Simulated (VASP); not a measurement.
# Ge3Os (Pm-3n) in VASP: notebook, part 2 of 2

VASP 6.6.1. Earlier steps stand in the parts before.

### Step 3. Single point, PBE

This run uses another cell than the first one, of 16.36 Å³/atom, 0.935 times its volume.

Contents of INCAR:

```
SYSTEM = Ge3Os
ALGO = Normal ; EDIFF = 1E-7
ENCUT = 520 ; GGA = PE
ISIF = 2 ; ISMEAR = 0
LASPH = .TRUE. ; LCHARG = .TRUE.
LELF = .TRUE. ; LREAL = .FALSE.
LVHAR = .TRUE. ; LWAVE = .FALSE.
NBANDS = 60 ; NELM = 100
PREC = Accurate ; SIGMA = 0.1
```

Contents of KPOINTS:

```
k-points
0
G
  8 8 8
  0 0 0
```

Contents of POSCAR:

```
Ge3Os
1.0
    5.0770580529      0.0000000000      0.0000000000
    0.0000000000      5.0770580529      0.0000000000
    0.0000000000      0.0000000000      5.0770580529
Ge Os
6 2
Direct
    0.2500000000      0.0000000000      0.5000000000
    0.5000000000      0.7500000000      0.0000000000
    0.7500000000      0.0000000000      0.5000000000
    0.5000000000      0.2500000000      0.0000000000
    0.0000000000      0.5000000000      0.7500000000
    0.0000000000      0.5000000000      0.2500000000
    0.0000000000      0.0000000000      0.0000000000
    0.5000000000      0.5000000000      0.5000000000
```

Potentials or basis: VASP PAW PBE potentials, release 64 (Ge_d, Os).

Started as:

```console
$ cat potpaw_PBE.64/Ge_d/POTCAR potpaw_PBE.64/Os/POTCAR > POTCAR
$ mpirun -np 1 vasp_std > vasp.out
```

Wall time 3.8 min (1 thread of Intel Xeon Platinum 8488C (Sapphire Rapids), shared host); peak memory 0.36 GiB.

It converged, with:

- Free energy: -46.2206 eV
- Pressure: 0.1 GPa
- Band gap on the k mesh: zero (band 50 reaches 9.43 eV, above the bottom of band 51 at 7.36 eV)

Levels at points of the mesh, in eV from the Fermi level:
| k point | band 46 | band 47 | band 48 | band 49 | band 50 | band 51 | band 52 | band 53 | band 54 | band 55 |
| --- | --- | --- | --- | --- | --- | --- | --- | --- | --- | --- |
| (0.00, 0.00, 0.00) | -2.24 | -2.24 | -2.24 | 0.05 | 0.05 | 0.42 | 0.42 | 0.49 | 0.49 | 0.49 |
| (0.50, 0.00, 0.00) | -1.18 | -1.06 | -1.06 | -0.32 | -0.32 | -0.02 | -0.02 | 1.48 | 1.48 | 1.82 |
| (0.50, 0.50, 0.00) | -2.18 | -1.87 | -1.70 | 0.24 | 0.45 | 0.45 | 0.48 | 1.40 | 1.63 | 1.97 |
| (0.50, 0.50, 0.50) | -1.93 | -1.93 | -1.93 | 1.16 | 1.16 | 1.16 | 1.16 | 1.16 | 1.16 | 3.37 |

Caveat: spin-orbit coupling is left out, which moves the levels of the heavy elements.

### Step 4. Relaxation of cell and atoms, PBE

This run uses another cell than the first one, of 16.33 Å³/atom, 0.934 times its volume.

Contents of INCAR:

```
PREC = Accurate
ENCUT = 600
EDIFF = 1E-6
ISMEAR = 0
SIGMA = 0.1
LREAL = F
LASPH = T
NELM = 100
ALGO = Normal
ISIF = 3
LWAVE = F
LCHARG = F
GGA = PE
IBRION = 2
NSW = 100
EDIFFG = -0.01
```

Contents of KPOINTS:

```
regular mesh
0
Gamma
  8 8 8
```

POSCAR, as its differences from that of step 3:

```diff
@@ -2,5 +2,5 @@
 1.0
-    5.0770580529      0.0000000000      0.0000000000
-    0.0000000000      5.0770580529      0.0000000000
-    0.0000000000      0.0000000000      5.0770580529
+    5.0745113256      0.0000000000      0.0000000000
+    0.0000000000      5.0745113256      0.0000000000
+    0.0000000000      0.0000000000      5.0745113256
 Ge Os
```

Potentials or basis: VASP PAW PBE potentials, release 64 (Ge_d, Os).

Started as:

```console
$ cat potpaw_PBE.64/Ge_d/POTCAR potpaw_PBE.64/Os/POTCAR > POTCAR
$ mpirun -np 1 vasp_std > vasp.out
```

OUTCAR:

```text
PREC = Accurate
   ENCUT = 600
   EDIFF = 1E-6
   ISMEAR = 0
   LREAL = F
   LASPH = T
   NELM = 100
   ISIF = 3
   GGA = PE
   IBRION = 2
   NSW = 100
   EDIFFG = -0.01

 ion  position               nearest neighbor table
   1  0.250  0.000  0.500-   3 2.54   3 2.54   8 2.84   7 2.84   8 2.84   7 2.84
   2  0.500  0.750  0.000-   4 2.54   4 2.54   8 2.84   8 2.84   7 2.84   7 2.84
   3  0.750  0.000  0.500-   1 2.54   1 2.54   8 2.84   7 2.84   8 2.84   7 2.84
   4  0.500  0.250  0.000-   2 2.54   2 2.54   8 2.84   8 2.84   7 2.84   7 2.84
   5  0.000  0.500  0.750-   6 2.54   6 2.54   8 2.84   7 2.84   7 2.84   8 2.84
   6  0.000  0.500  0.250-   5 2.54   5 2.54   8 2.84   7 2.84   7 2.84   8 2.84
   7  0.000  0.000  0.000-   1 2.84   2 2.84   3 2.84   4 2.84   5 2.84   6 2.84   1 2.84   3 2.84
                             5 2.84   6 2.84   2 2.84   4 2.84
   8  0.500  0.500  0.500-   1 2.84   2 2.84   3 2.84   4 2.84   5 2.84   6 2.84   2 2.84   4 2.84
                             1 2.84   3 2.84   5 2.84   6 2.84

  LATTYP: Found a simple cubic cell.
 ALAT       =     5.0745113256

  Lattice vectors:

 A1 = (   5.0745113256,   0.0000000000,   0.0000000000)
 A2 = (   0.0000000000,   5.0745113256,   0.0000000000)
 A3 = (   0.0000000000,   0.0000000000,   5.0745113256)

Analysis of symmetry for initial positions (statically):
[... 193 lines left out ...]
  FORCE on cell =-STRESS in cart. coord.  units (eV):
  Direction    XX          YY          ZZ          XY          YZ          ZX
  --------------------------------------------------------------------------------------
  -------------------------------------------------------------------------------------
  Total        0.3043712      0.3043712      0.3043712      0.0000000      0.0000000      0.0000000
  in kB        3.7319120      3.7319120      3.7319120      0.0000000      0.0000000      0.0000000
  external PRESSURE =       3.7319120 kB  Pullay stress =       0.0000000 kB
[... 71 lines left out ...]
--------------------------------------- Ionic step        3  -------------------------------------------

 number of electron     100.0000102 magnetization

 Free energy of the ion-electron system (eV)
  ---------------------------------------------------
  ext. energy  EPLUGINS =         0.00000000
  ---------------------------------------------------
  free energy    TOTEN  =       -46.22206795 eV

  energy without entropy =      -46.20351077  energy(sigma->0) =      -46.21278936

 E-fermi :   8.2479     XC(G=0): -12.2874

 val. band max:        8.2286612510   @ k =   0.5000   0.0000   0.0000
 cond. band min:       8.2812458247   @ k =   0.2500   0.0000   0.0000
 fundamental gap:      0.0525845737
 Fermi energy:         8.2478870746

 k-point     1 :       0.0000    0.0000    0.0000
  band No.  band energies     occupation
      1     -16.9295      2.00000
      2     -16.9213      2.00000
      3     -16.9213      2.00000
      4     -16.8087      2.00000
      5     -16.8087      2.00000
      6     -16.8087      2.00000
[... 1501 lines left out ...]
     59      12.7960      0.00000
     60      12.8906      0.00000

 [... further k-points ...]
[... 5 lines left out ...]
  --------------------------------------------------------------------------------------
  -------------------------------------------------------------------------------------
  Total       -0.0479116     -0.0479116     -0.0479116      0.0000000      0.0000000      0.0000000
  in kB       -0.5857482     -0.5857482     -0.5857482      0.0000000      0.0000000      0.0000000
  external PRESSURE =      -0.5857482 kB  Pullay stress =       0.0000000 kB
[... 23 lines left out ...]
  FREE ENERGIE OF THE ION-ELECTRON SYSTEM (eV)
  ---------------------------------------------------
  free  energy   TOTEN  =       -46.2220679515 eV

  energy  without entropy=      -46.2035107703  energy(sigma->0) =      -46.21278936

 reached required accuracy - stopping structural energy minimisation
```

OSZICAR:

```text
N       E                     dE             d eps       ncg     rms          rms(c)
DAV:   1     0.131249413408E+04    0.13125E+04   -0.47025E+04  5284   0.510E+03
DAV:   2     0.230092625462E+03   -0.10824E+04   -0.10510E+04  4200   0.121E+03
DAV:   3    -0.178005879128E+02   -0.24789E+03   -0.23942E+03  4220   0.300E+02
DAV:   4    -0.462029372613E+02   -0.28402E+02   -0.26966E+02  5028   0.976E+01
[... 25 lines left out ...]
DAV:   3    -0.462228760816E+02    0.12789E-02   -0.37982E-03  5480   0.432E-01    0.187E-01
DAV:   4    -0.462221005653E+02    0.77552E-03   -0.15621E-03  5528   0.292E-01    0.384E-02
DAV:   5    -0.462220698324E+02    0.30733E-04   -0.15863E-04  5352   0.133E-01    0.218E-02
DAV:   6    -0.462220687089E+02    0.11234E-05   -0.24483E-05  4980   0.407E-02    0.612E-03
DAV:   7    -0.462220679515E+02    0.75742E-06   -0.30941E-06  3480   0.135E-02
   3 F= -.46222068E+02 E0= -.46212789E+02  d E =-.424658E-03
```

Wall time 9 min (1 thread of Intel Xeon Platinum 8488C (Sapphire Rapids), shared host); peak memory 0.44 GiB.

What came out:

| Item | Value |
| --- | --- |
| Free energy | -46.2221 eV |
| Relaxed volume | 16.38 Å³/atom |
| Relaxed cell | a = 5.079 Å, b = 5.079 Å, c = 5.079 Å, α = 90.00°, β = 90.00°, γ = 90.00° |
| Space group after relaxing (to 0.05 Å) | Pm-3n (No. 223) |
| Energy gained by relaxing | 0.1 meV/atom |
| Ionic steps | 3 |
| Pressure after relaxing | -0.1 GPa |
| Band gap on the k mesh | zero (band 50 reaches 9.41 eV, above the bottom of band 51 at 7.34 eV) |

Step by step:
```tsv
step	energy change (eV)	largest force (eV/Å)	pressure (GPa)	volume (Å³)
1	0.0000	0.0000	0.37	130.67
2	-0.0001	0.0000	-0.38	131.39
3	-0.0004	0.0000	-0.06	131.05
```

Final structure:
```
Ge Os
1.0
     5.07941    0.00000    0.00000
     0.00000    5.07941    0.00000
     0.00000    0.00000    5.07941
Ge Os
6 2
Direct
  0.25000 0.00000 0.50000
  0.50000 0.75000 0.00000
  0.75000 0.00000 0.50000
  0.50000 0.25000 0.00000
  0.00000 0.50000 0.75000
  0.00000 0.50000 0.25000
  0.00000 0.00000 0.00000
  0.50000 0.50000 0.50000
```

Levels at points of the mesh, in eV from the Fermi level:
| k point | band 46 | band 47 | band 48 | band 49 | band 50 | band 51 | band 52 | band 53 | band 54 | band 55 |
| --- | --- | --- | --- | --- | --- | --- | --- | --- | --- | --- |
| (0.00, 0.00, 0.00) | -2.24 | -2.24 | -2.24 | 0.05 | 0.05 | 0.42 | 0.42 | 0.49 | 0.49 | 0.49 |
| (0.50, 0.00, 0.00) | -1.18 | -1.06 | -1.06 | -0.32 | -0.32 | -0.02 | -0.02 | 1.48 | 1.48 | 1.82 |
| (0.50, 0.50, 0.00) | -2.18 | -1.86 | -1.70 | 0.24 | 0.45 | 0.45 | 0.48 | 1.40 | 1.63 | 1.97 |
| (0.50, 0.50, 0.50) | -1.92 | -1.92 | -1.92 | 1.16 | 1.16 | 1.16 | 1.16 | 1.16 | 1.16 | 3.37 |

Caveat: spin-orbit coupling is left out, which moves the levels of the heavy elements.

### Step 5. Summary

```tsv
task	cell	k mesh	cutoff (eV)	gap on the mesh (eV)	pressure (GPa)	relaxed volume (Å³/atom)
relaxation of cell and atoms	relaxed from a = 5.192 Å, 8 atoms	4 × 4 × 4	600	none	0.0	16.36
single point	a = 5.077 Å, 8 atoms	8 × 8 × 8	520	none	0.1	-
relaxation of cell and atoms	relaxed from a = 5.075 Å, 8 atoms	8 × 8 × 8	600	none	-0.1	16.38
```

Alike in all rows: level PBE; potentials or basis VASP PAW PBE potentials, release 64 (Ge_d, Os); no spin polarisation; smearing gaussian 0.1 eV.

Caveats: spin-orbit coupling is left out, which moves the levels of the heavy elements.

Absolute energies hang on the potentials; compare differences alone.
